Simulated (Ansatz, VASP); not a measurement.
Re in VASP and in Ansatz

The input POSCAR:

```
Re
1.0
    0.0000000000      1.9431395899      2.0402965694
    1.9431395899      0.0000000000      2.0402965694
    1.9431395899      1.9431395899      0.0000000000
Re
1
Direct
    0.0000000000      0.0000000000      0.0000000000
```

INCAR.step1

```
SYSTEM = Re
  PREC = Accurate
  ENCUT = 520
  ISMEAR = 0
  SIGMA = 0.15
  LREAL = .False.
  LASPH = .True.
  NELM = 80
  NBANDS = 10
  GGA = PE
  ALGO = Normal
  EDIFF = 1E-4
  LWAVE = .True.
  LCHARG = .False.
```

INCAR.step2

```
SYSTEM = Re
  PREC = Accurate
  ENCUT = 520
  EDIFF = 1E-7
  ISMEAR = 0
  SIGMA = 0.15
  LREAL = .False.
  LASPH = .True.
  NELM = 80
  ALGO = Normal
  ISIF = 2
  LWAVE = .False.
  LCHARG = .False.
  METAGGA = R2SCAN
  LMIXTAU = .True.
  NBANDS = 10
  ISTART = 1
```

File KPOINTS:

```
regular mesh
0
Gamma
  22 22 22
  0 0 0
```

Input for Ansatz:

```yaml
crystal:
  lattice:
    - [0.0, 1.9431395899, 2.0402965694]
    - [1.9431395899, 0.0, 2.0402965694]
    - [1.9431395899, 1.9431395899, 0.0]
  atoms:
    - { symbol: Re, position: [0.0, 0.0, 0.0] }
basis:
  ecutwfc: 500
kpoints:
  mp_grid: { grid: [22, 22, 22] }
hamiltonian:
  xc: r2scan
scf:
  occupations: { method: gaussian, width: 0.15 }
output:
  forces: true
  stress: true
  eigenvalues: true
```

Alike in both runs: task single point; functional r2SCAN; k mesh 22 × 22 × 22; occupations gaussian, width 0.15 eV; no spin polarisation.

|  | VASP | Ansatz |
| --- | --- | --- |
| version | VASP 6.6.1 | Ansatz 0.2.0 |
| potentials or method | VASP PAW PBE potentials, release 64 (Re), cutoff 520 eV | scalar-relativistic, plane waves, PAW |
| valence electrons in the cell | 7 | 15 |

|  | VASP | Ansatz | Ansatz less VASP |
| --- | --- | --- | --- |
| gap on the k mesh at the Fermi level (eV) | none | none | - |
| pressure (GPa) | -15.3 | -15.0 | +0.28 |
| traceless stress, the component that is largest in VASP (GPa) | -9.15 | -9.23 | -0.081 |

VASP's potentials were made for PBE, not for r2SCAN. A gap of «none» marks a metal or a gap that the smearing closes. VASP's potentials hold 7 valence electrons a cell and Ansatz's 15, so a difference there can come from the potentials and not from the codes.

Neither program's run includes spin-orbit coupling.
